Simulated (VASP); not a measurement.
Input of a VASP 6.6.1 run:

The input INCAR:

```
PREC = Accurate
ENCUT = 600
EDIFF = 1E-6
ISMEAR = -1
SIGMA = 0.1
LREAL = F
LASPH = T
NELM = 60
ALGO = Normal
ISIF = 3
LWAVE = F
LCHARG = F
GGA = PE
IBRION = 2
NSW = 60
EDIFFG = -0.005
PSTRESS = 2900.0
```

File KPOINTS:

```
regular mesh
0
Gamma
  11 11 7
```

POSCAR

```
BiB
1.0
    2.9854169763      0.0000000000      0.0000000000
   -1.4927084881      2.5854469423      0.0000000000
    0.0000000000      0.0000000000      4.6273963132
Bi B
2 2
Direct
    0.0000000000      0.0000000000      0.0000000000
    0.0000000000      0.0000000000      0.5000000000
    0.3333333333      0.6666666667      0.2500000000
    0.6666666667      0.3333333333      0.7500000000
```

Potentials or basis: VASP PAW PBE potentials, release 64 (Bi_d, B).

Run with:

```sh
$ cat potpaw_PBE.64/Bi_d/POTCAR potpaw_PBE.64/B/POTCAR > POTCAR
$ mpirun -np 1 vasp_std > vasp.out
```

Task: Predict the relaxed volume.

Result: 9.11 Å³/atom.

Task: Predict the relaxed cell.

Result: a = 2.799 Å, b = 2.799 Å, c = 5.369 Å, α = 90.00°, β = 90.00°, γ = 120.00°.

Final structure:
```cif
data_structure
_symmetry_space_group_name_H-M 'P 1'
_symmetry_Int_Tables_number 1
_cell_length_a 2.7989
_cell_length_b 2.7989
_cell_length_c 5.3692
_cell_angle_alpha 90.000
_cell_angle_beta 90.000
_cell_angle_gamma 120.000
_cell_volume 36.43
loop_
_atom_site_label
_atom_site_type_symbol
_atom_site_fract_x
_atom_site_fract_y
_atom_site_fract_z
_atom_site_occupancy
Bi1 Bi 0.00000 0.00000 0.00000 1
Bi2 Bi 0.00000 0.00000 0.50000 1
B1 B 0.33333 0.66667 0.25000 1
B2 B 0.66667 0.33333 0.75000 1
```

Caveat: the cell is relaxed towards a set pressure, so the enthalpy falls and the energy may rise.
